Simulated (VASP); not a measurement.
A run of VASP 6.6.1 is set up as follows.

File INCAR:

```
PREC = Accurate
ENCUT = 520
EDIFF = 1E-7
ISMEAR = 0
SIGMA = 0.15
LREAL = False
LASPH = True
NELM = 80
ALGO = Normal
ISIF = 2
LWAVE = False
LCHARG = False
GGA = PS
NBANDS = 15
```

The input KPOINTS:

```
Automatic mesh
0
Gamma
  20 20 20
```

POSCAR

```
TaN
1.0
   -0.0876494072      2.1445086720      2.1445086720
    2.1445086720     -0.0876494072      2.1445086720
    2.1445086720      2.1445086720     -0.0876494072
Ta N
1 1
Direct
    0.5000000000      0.5000000000      0.5000000000
    0.0000000000      0.0000000000      0.0000000000
```

Potentials or basis: VASP PAW PBE potentials, release 64 (Ta_pv, N).

The run is started by

```sh
$ cat potpaw_PBE.64/Ta_pv/POTCAR potpaw_PBE.64/N/POTCAR > POTCAR
$ mpirun -np 1 vasp_std > vasp.out
```

Problem. What does it give for the pressure?

Solution. 1.4 GPa.

Problem. Predict the band gap on the k mesh.

Solution. Zero (band 8 reaches 11.86 eV, above the bottom of band 9 at 7.02 eV).

Stress tensor (GPa, compression positive):
```
1.39 3.08 3.08
3.08 1.39 3.08
3.08 3.08 1.39
```

Caveat: the PAW data sets were made with another functional, which shifts forces and pressure a little; spin-orbit coupling is left out, which moves the levels of the heavy elements.
